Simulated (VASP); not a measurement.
Write the native input for VASP 6.6.1 that does the following.

| Property | Result |
| --- | --- |
| Task | relaxation of cell and atoms |
| Functional | PBE |
| Potentials or basis | VASP PAW PBE potentials, release 64 (Mg, Ti_sv, N) |
| Cutoff | 600 eV |
| k mesh | 12 × 12 × 4 |
| Occupations | gaussian, width 0.1 eV |
| Spin | no spin polarisation |
| Dipole correction | no |
| Further INCAR settings | ALGO = Normal; EDIFF = 1e-06; IBRION = 2; EDIFFG = -0.01; NSW = 100; ISIF = 3 |

The structure of MgTi2N3 lies in POSCAR:

```
MgTi2N3
1.0
    3.0144727406      0.0000000000      0.0000000000
   -1.5072363703      2.6106099724      0.0000000000
    0.0000000000      0.0000000000      7.4824227293
Mg Ti N
1 2 3
Direct
    0.0000000000      0.0000000000      0.5000000000
    0.3333333333      0.6666666667      0.1664330948
    0.6666666667      0.3333333333      0.8335669052
    0.3333333333      0.6666666667      0.6809437175
    0.6666666667      0.3333333333      0.3190562825
    0.0000000000      0.0000000000      0.0000000000
```

The cell was generated, and may not be a known phase.

These files were run (other wordings do the same):

INCAR

```
  PREC = Accurate
  ENCUT = 600
  EDIFF = 1E-6
  ISMEAR = 0
  SIGMA = 0.1
  LREAL = F
  LASPH = T
  NELM = 100
  ALGO = Normal
  ISIF = 3
  LWAVE = F
  LCHARG = F
  GGA = PE
  IBRION = 2
  NSW = 100
  EDIFFG = -0.01
```

KPOINTS

```
regular mesh
0
Gamma
  12 12 4
```

Potentials or basis: VASP PAW PBE potentials, release 64 (Mg, Ti_sv, N).

Launch:

```console
$ cat potpaw_PBE.64/Mg/POTCAR potpaw_PBE.64/Ti_sv/POTCAR potpaw_PBE.64/N/POTCAR > POTCAR
$ mpirun -np 1 vasp_std > vasp.out
```

Results of the run:

```yaml
Relaxed_volume: 9.79 Å³/atom
Relaxed_cell: a = 3.009 Å, b = 3.009 Å, c = 7.487 Å, α = 90.00°, β = 90.00°, γ = 120.00°
Space_group_after_relaxing_to_0.1_Å: P-3m1 (No. 164)
Energy_gained_by_relaxing: 0.2 meV/atom
Ionic_steps: 10
Pressure_after_relaxing: 0.0 GPa
Largest_force_after_relaxing: 0.006 eV/Å
Band_gap_on_the_k_mesh: zero (an odd number of electrons rules out a gap without spin polarisation)
```

Caveat: an odd number of electrons without spin polarisation forces a metal; a magnetic or distorted state may lie lower.

It took 4.8 min on 1 thread of Intel(R) Xeon(R) 6975P-C (Granite Rapids), on a shared host, peak memory 0.27 GiB.
